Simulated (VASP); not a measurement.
# Na3HgS2 (P1) in VASP: single point with r2SCAN

Aim: the single point of Na3HgS2 with r2SCAN.

Everything below comes from runs of VASP 6.6.1. Logs are shortened: lines on timing, memory, paths and dates and some standing lists are left out, and cuts for length are marked.

### Step 1. The cell of the first run

The typed cell holds 12 atoms: a = 6.989 Å, b = 6.487 Å, c = 7.958 Å, α = 65.67°, β = 115.90°, γ = 90.36°.

### Step 2. Single point, r2SCAN

Input file POSCAR:

```
Na3HgS2
1.0
   -0.0217577300      0.0212042000      6.9894069900
    6.4865142000      0.0070271000     -0.0201291000
    3.2610641500      6.3677369200     -3.4854257800
Hg Na S
2 6 4
Direct
    0.0053780000      0.0065060000      0.9959290000
    0.5051960000      0.0201100000      0.9935150000
    0.2707320000      0.5202100000      0.9865450000
    0.7829280000      0.5022620000      0.0044350000
    0.4592300000      0.7882510000      0.4343120000
    0.9828270000      0.2386520000      0.5089940000
    0.5561340000      0.2054660000      0.5393830000
    0.9550890000      0.7690380000      0.4815300000
    0.1100690000      0.1550610000      0.2432470000
    0.8497360000      0.8333600000      0.7462360000
    0.3641510000      0.3912570000      0.7352750000
    0.6572360000      0.5794720000      0.2569270000
```

Input file INCAR.step1:

```
PREC = Accurate ; ENCUT = 520
ISMEAR = -5 ; SIGMA = 0.1
LREAL = F ; LASPH = T
NELM = 100 ; GGA = PE
ALGO = Normal ; EDIFF = 1E-4
LWAVE = T ; LCHARG = F
```

Input file INCAR.step2:

```
PREC = Accurate ; ENCUT = 520
EDIFF = 1E-6 ; ISMEAR = -1
SIGMA = 0.1 ; LREAL = F
LASPH = T ; NELM = 100
ALGO = Normal ; ISIF = 2
LWAVE = F ; LCHARG = F
METAGGA = R2SCAN ; LMIXTAU = T
LORBIT = 11 ; ISTART = 1
```

Input file KPOINTS:

```
regular mesh
0
Gamma
  3 3 3
```

Potentials or basis: VASP PAW PBE potentials, release 64 (Hg, Na_pv, S).

Command:

```console
cat potpaw_PBE.64/Hg/POTCAR potpaw_PBE.64/Na_pv/POTCAR potpaw_PBE.64/S/POTCAR > POTCAR
cp INCAR.step1 INCAR
mpirun -np 1 vasp_std > vasp.out
cp INCAR.step2 INCAR
mpirun -np 1 vasp_std > vasp.out
```

OUTCAR:

```text
PREC = Accurate
   ENCUT = 520
   EDIFF = 1E-6
   ISMEAR = -1
   LREAL = F
   LASPH = T
   NELM = 100
   ISIF = 2
   METAGGA = R2SCAN
   LORBIT = 11
   ISTART = 1

 ion  position               nearest neighbor table
   1  0.005  0.007  0.996-   9 2.37  10 2.52   5 3.25   7 3.31   2 3.49   2 3.50
   2  0.505  0.020  0.994-  11 2.27  12 2.62   1 3.49   1 3.50
   3  0.271  0.520  0.987-  11 2.77  12 2.77
   4  0.783  0.502  0.004-  10 2.50   9 2.58  12 2.73
   5  0.459  0.788  0.434-   9 2.79   1 3.25
   6  0.983  0.239  0.509-  12 2.55
   7  0.556  0.205  0.539-  10 2.57   1 3.31
   8  0.955  0.769  0.482-  10 2.69  12 2.75
   9  0.110  0.155  0.243-   1 2.37   4 2.58   5 2.79
  10  0.850  0.833  0.746-   4 2.50   1 2.52   7 2.57   8 2.69
  11  0.364  0.391  0.735-   2 2.27   3 2.77
  12  0.657  0.579  0.257-   6 2.55   2 2.62   4 2.73   8 2.75   3 2.77

  LATTYP: Found a triclinic cell.
 ALAT       =     7.9580654521
 B/A-ratio  =     0.8782879535
 C/A-ratio  =     0.8150912150
 COS(alpha) =     0.0062128021
 COS(beta)  =     0.4120047687
 COS(gamma) =     0.4368180075

  Lattice vectors:

 A1 = (  -3.2610641500,  -6.3677369200,   3.4854257800)
 A2 = (  -0.0217577300,   0.0212042000,   6.9894069900)
 A3 = (  -6.4865142000,  -0.0070271000,   0.0201291000)

Analysis of symmetry for initial positions (statically):
=====================================================================
 Subroutine PRICEL returns:
 Original cell was already a primitive cell.

 Routine SETGRP: Setting up the symmetry group for a
 triclinic supercell.

 Subroutine GETGRP returns: Found  1 space group operations
 (whereof  1 operations were pure point group operations)
 out of a pool of  2 trial point group operations.

The static configuration has the point symmetry C_1 .

Analysis of symmetry for dynamics (positions and initial velocities):
=====================================================================
 Subroutine PRICEL returns:
 Original cell was already a primitive cell.

 Routine SETGRP: Setting up the symmetry group for a
 triclinic supercell.

 Subroutine GETGRP returns: Found  1 space group operations
 (whereof  1 operations were pure point group operations)
 out of a pool of  2 trial point group operations.

The dynamic configuration has the point symmetry C_1 .

 Subroutine INISYM returns: Found  1 space group operations
 (whereof  1 operations are pure point group operations),
 and found     1 'primitive' translations

----------------------------------------------------------------------------------------

                                     Primitive cell

  volume of cell :     289.0089

  direct lattice vectors                    reciprocal lattice vectors
    -0.021757730  0.021204200  6.989406990     0.000358758  0.077999736  0.142838139
     6.486514200  0.007027100 -0.020129100     0.154253392 -0.078603344  0.000718648
     3.261064150  6.367736920 -3.485425780    -0.000171421  0.156868672 -0.000476436

  length of vectors
     6.989473019  6.486549239  7.958065452     0.162747723  0.173127442  0.156869489

  position of ions in fractional coordinates (direct lattice)
     0.005378000  0.006506000  0.995929000
     0.505196000  0.020110000  0.993515000
     0.270732000  0.520210000  0.986545000
     0.782928000  0.502262000  0.004435000
     0.459230000  0.788251000  0.434312000
     0.982827000  0.238652000  0.508994000
     0.556134000  0.205466000  0.539383000
     0.955089000  0.769038000  0.481530000
     0.110069000  0.155061000  0.243247000
     0.849736000  0.833360000  0.746236000
     0.364151000  0.391257000  0.735275000
     0.657236000  0.579472000  0.256927000

  ion indices of the primitive-cell ions
   primitive index   ion index
                 1           1
                 2           2
                 3           3
                 4           4
                 5           5
                 6           6
                 7           7
                 8           8
                 9           9
                10          10
                11          11
                12          12

----------------------------------------------------------------------------------------

 KPOINTS: regular mesh

Automatic generation of k-mesh.
 Grid dimensions read from file:
 generate k-points for:    3    3    3

 Generating k-lattice:

  Cartesian coordinates                     Fractional coordinates (reciprocal lattice)
     0.000119586  0.025999912  0.047612713     0.333333333  0.000000000  0.000000000
     0.051417797 -0.026201115  0.000239549     0.000000000  0.333333333  0.000000000
    -0.000057140  0.052289557 -0.000158812     0.000000000 -0.000000000  0.333333333

  Length of vectors
     0.054249241  0.057709147  0.052289830

  Shift w.r.t. Gamma in fractional coordinates (k-lattice)
     0.000000000  0.000000000  0.000000000

 Subroutine IBZKPT returns following result:
 ===========================================

 Found     14 irreducible k-points:

 Following reciprocal coordinates:
            Coordinates               Weight
  0.000000  0.000000  0.000000      1.000000
  0.333333  0.000000 -0.000000      2.000000
  0.000000  0.333333 -0.000000      2.000000
  0.333333  0.333333 -0.000000      2.000000
 -0.333333  0.333333  0.000000      2.000000
  0.000000 -0.000000  0.333333      2.000000
  0.333333  0.000000  0.333333      2.000000
 -0.333333 -0.000000  0.333333      2.000000
  0.000000  0.333333  0.333333      2.000000
  0.333333  0.333333  0.333333      2.000000
 -0.333333  0.333333  0.333333      2.000000
  0.000000 -0.333333  0.333333      2.000000
  0.333333 -0.333333  0.333333      2.000000
 -0.333333 -0.333333  0.333333      2.000000
   k-points           NKPTS =     14   k-points in BZ     NKDIM =     14   number of bands    NBANDS=     54
   number of dos      NEDOS =    301   number of ions     NIONS =     12
   total plane-waves  NPLWV = 155520
   dimension x,y,z NGX =    54 NGY =   48 NGZ =   60
   dimension x,y,z NGXF=   108 NGYF=   96 NGZF=  120
   ions per type =               2   6   4
   NGX,Y,Z   is equivalent  to a cutoff of  12.84, 12.30, 12.53 a.u.
   NGXF,Y,Z  is equivalent  to a cutoff of  25.69, 24.60, 25.07 a.u.
 SYSTEM =  unknown system
   PREC   = accura    normal or accurate (medium, high low for compatibility)
   ISTART =      1    job   : 0-new  1-cont  2-samecut
   ICHARG =      0    charge: 1-file 2-atom 10-const
   ISPIN  =      1    spin polarized calculation?
   LNONCOLLINEAR =      F non collinear calculations
   LSORBIT =      F    spin-orbit coupling
   LASPH  =      T    aspherical Exc in radial PAW
   ENCUT  =  520.0 eV  38.22 Ry    6.18 a.u.  13.00 12.06 14.80*2*pi/ulx,y,z
   NELM   =    100;   NELMIN=  2; NELMDL=  0     # of ELM steps
   EDIFF  = 0.1E-05   stopping-criterion for ELM
   LREAL  =      F    real-space projection
[... 7 lines left out ...]
   TEBEG  =    0.0;   TEEND  =   0.0 temperature during run
   PSTRESS=    0.0 pullay stress
   NELECT =      90.0000    total number of electrons
   NUPDOWN=      -1.0000    fix difference up-down
   EMIN   =  10.00;   EMAX   =-10.00  energy-range for DOS
   EFERMI =   0.00;   METHOD = LEGACY
   ISMEAR =    -1;   SIGMA  =   0.10  broadening in eV -4-tet -1-fermi 0-gaus
   EFERMI_NEDOS =   21; number of points for ismear=-14 and -15
   IALGO  =     38    algorithm
   IMIX   =      4    mixing-type and parameters
     AMIX     =   0.40;   BMIX     =  1.00
     AMIX_MAG =   1.60;   BMIX_MAG =  1.00
  volume/ion in A,a.u.               =      24.08       162.53
  Fermi-wavevector in a.u.,A,eV,Ry     =   1.109648  2.096931 16.753108  1.231319
  Thomas-Fermi vector in A             =   2.246190
   LORBIT       =     11    0 simple, 1 ext, 2 COOP (PROOUT), +10 PAW based schemes
   METAGGA = R2SCAN    functional components
   LHFCALC =     F    Hartree Fock is set to
   AEXX    =    0.0000 exact exchange contribution
   IVDW    =     0    specifies the selected vdW correction
   LEPSILON=     F    determine dielectric tensor
   LRPA    =     F    only Hartree local field effects (RPA)
 non-spin polarized calculation
  energy-cutoff  :      520.00
  volume of cell :      289.01
 maximum number of plane-waves:      7796
 NGX is ok and might be reduce to    54

 number of electron      90.0000003 magnetization

 Free energy of the ion-electron system (eV)
  ---------------------------------------------------
  ext. energy  EPLUGINS =         0.00000000
  ---------------------------------------------------
  free energy    TOTEN  =      -161.16170285 eV

  energy without entropy =     -160.98522803  energy(sigma->0) =     -161.07346544

 E-fermi :   3.0255     XC(G=0):  -8.7633

 val. band max:        3.0036884982   @ k =   0.0000  -0.0000   0.3333
 cond. band min:       3.0684268658   @ k =   0.3333   0.0000   0.3333
 fundamental gap:      0.0647383677
 Fermi energy:         3.0255482288

 k-point     1 :       0.0000    0.0000    0.0000
  band No.  band energies     occupation
      1     -23.2203      2.00000
      2     -23.1915      2.00000
      3     -23.1822      2.00000
      4     -23.1606      2.00000
      5     -23.1476      2.00000
      6     -23.1366      2.00000
[... 787 lines left out ...]
     53       6.9145      0.00000
     54       6.9643      0.00000

------------------------ aborting loop because EDIFF is reached ----------------------------------------

  FORCE on cell =-STRESS in cart. coord.  units (eV):
  Direction    XX          YY          ZZ          XY          YZ          ZX
  --------------------------------------------------------------------------------------
  -------------------------------------------------------------------------------------
  Total        9.5515134      8.7915803      0.9929552     -1.6886390      0.7364474     -1.4164539
  in kB       52.9506730     48.7378361      5.5046405     -9.3612986      4.0826396     -7.8523877
  external PRESSURE =      35.7310499 kB  Pullay stress =       0.0000000 kB

 VOLUME and BASIS-vectors are now :
 -----------------------------------------------------------------------------
  energy-cutoff  :      520.00
  volume of cell :      289.01
      direct lattice vectors                 reciprocal lattice vectors
    -0.021757730  0.021204200  6.989406990     0.000358758  0.077999736  0.142838139
     6.486514200  0.007027100 -0.020129100     0.154253392 -0.078603344  0.000718648
     3.261064150  6.367736920 -3.485425780    -0.000171421  0.156868672 -0.000476436

 POSITION                                       TOTAL-FORCE (eV/Angst)
 -----------------------------------------------------------------------------------
      3.28987      6.34197     -3.43378        -0.560817     -0.480750      0.573541
      3.35937      6.33730      0.06779        -1.386632      1.813190     -0.329304
      6.58565      6.29146     -1.55674        -0.031339      0.176549     -0.206479
      3.25536      0.04837      5.44663        -0.258837      0.013374     -0.745714
      6.51933      2.78086      1.68012        -0.320097      0.098560     -0.026758
      3.18650      3.26366      5.09051        -0.169488      0.503044      0.617620
      3.07962      3.44789      2.00293         0.565922     -0.361995     -0.695667
      6.53790      3.09191      4.98169        -0.223356     -0.257787      0.367958
      1.79665      1.55236     -0.08162         1.027756      1.738907      0.140295
      7.82064      4.77571      3.32143        -0.477131     -1.042945      0.583882
      4.92775      4.69251     -0.02542         1.865019     -2.316736      0.230652
      4.58231      1.65405      3.68653        -0.030999      0.116588     -0.510026
 -----------------------------------------------------------------------------------
    total drift:                                0.031723     -0.010937     -0.083400

  FREE ENERGIE OF THE ION-ELECTRON SYSTEM (eV)
  ---------------------------------------------------
  free  energy   TOTEN  =      -161.1617028503 eV

  energy  without entropy=     -160.9852280268  energy(sigma->0) =     -161.07346544

 total charge

# of ion       s       p       d       tot
------------------------------------------
    1        0.883   0.320   9.342  10.545
    2        0.878   0.342   9.343  10.562
    3        0.050   5.983   0.000   6.033
    4        0.067   6.001   0.000   6.069
    5        0.055   5.982   0.000   6.036
    6        0.066   5.991   0.000   6.056
    7        0.058   5.987   0.000   6.046
    8        0.057   5.986   0.000   6.043
    9        1.328   2.422   0.000   3.749
   10        1.329   2.442   0.000   3.771
   11        1.327   2.414   0.000   3.742
   12        1.327   2.421   0.000   3.749
--------------------------------------------------
tot          7.424  46.293  18.685  72.402
```

It took 11 min on 1 thread of AMD EPYC 9R45 (Zen 5), shared host; peak memory 0.49 GiB.

What came out:

```
Free energy                                           : -161.1617 eV
Pressure                                              : 3.6 GPa
Largest force                                         : 2.983 eV/Å
Band gap on the k mesh                                : zero (bands 45 and 46 overlap by 0.14 eV)
Valence electrons inside the program's atomic spheres : Hg 10.54, 10.56; Na 6.03, 6.07, 6.04, 6.06, 6.05 (each value once); S 3.75, 3.77, 3.74 (each value once)
```

Forces on the atoms (eV/Å):
```
Hg  -0.561 -0.481  0.574
Hg  -1.387  1.813 -0.329
Na  -0.031  0.177 -0.206
Na  -0.259  0.013 -0.746
Na  -0.320  0.099 -0.027
Na  -0.169  0.503  0.618
Na   0.566 -0.362 -0.696
Na  -0.223 -0.258  0.368
S    1.028  1.739  0.140
S   -0.477 -1.043  0.584
S    1.865 -2.317  0.231
S   -0.031  0.117 -0.510
```

Stress tensor (GPa, compression positive):
```
 5.30 -0.94 -0.79
-0.94  4.87  0.41
-0.79  0.41  0.55
```

Caveat: the k points lie up to 0.36 Å⁻¹ apart; the PAW data sets were made with another functional, which shifts forces and pressure a little; spin-orbit coupling is left out, which moves the levels of the heavy elements.
